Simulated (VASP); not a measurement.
A run of VASP 6.6.1 is set up as follows.

Contents of INCAR:

```
SYSTEM = Sc2GeTe2
ALGO = Normal
EDIFF = 1E-7
EDIFFG = -0.04
ENCUT = 600
GGA = PE
IBRION = 2
ISIF = 3
ISMEAR = 0
LASPH = .TRUE.
LCHARG = .FALSE.
LREAL = .FALSE.
LWAVE = .FALSE.
NELM = 80
NSW = 90
PREC = Accurate
SIGMA = 0.1
```

Contents of KPOINTS:

```
k-points
0
G
  6 6 2
  0 0 0
```

POSCAR

```
Sc2GeTe2
1.0
    4.3888796100      0.0000000000      0.0000000000
   -2.1944398000      3.8008812300      0.0000000000
    0.0000000000      0.0000000000      8.7728474200
Sc Ge Te
2 1 2
Direct
    0.3333333300      0.6666666700      0.1996857100
    0.3333333300      0.6666666700      0.8003142900
    0.3333333300      0.6666666700      0.0000000000
    0.6666666700      0.3333333300      0.7194229000
    0.6666666700      0.3333333300      0.2805771000
```

Potentials or basis: VASP PAW PBE potentials, release 64 (Sc_sv, Ge_d, Te).

Launch:

```bash
$ cat potpaw_PBE.64/Sc_sv/POTCAR potpaw_PBE.64/Ge_d/POTCAR potpaw_PBE.64/Te/POTCAR > POTCAR
$ mpirun -np 1 vasp_std > vasp.out
```

(1) What does it give for the band gap on the k mesh?

(2) What does it give for the relaxed volume?

(3) Estimate the space group after relaxing (to 0.1 Å).

(4) What does it give for the relaxed cell?

Results:

(1) zero (bands 24 and 25 overlap by 1.63 eV).

(2) 38.39 Å³/atom.

(3) P-6m2 (No. 187).

(4) a = 4.152 Å, b = 4.152 Å, c = 12.853 Å, α = 90.00°, β = 90.00°, γ = 120.00°.

Caveat: the volume moved by over 15 % at a fixed basis, so the end points are rough; spin-orbit coupling is left out, which moves the levels of the heavy elements; this functional lacks dispersion, which binds the layers, so the pressure and a relaxed spacing across them are unreliable.
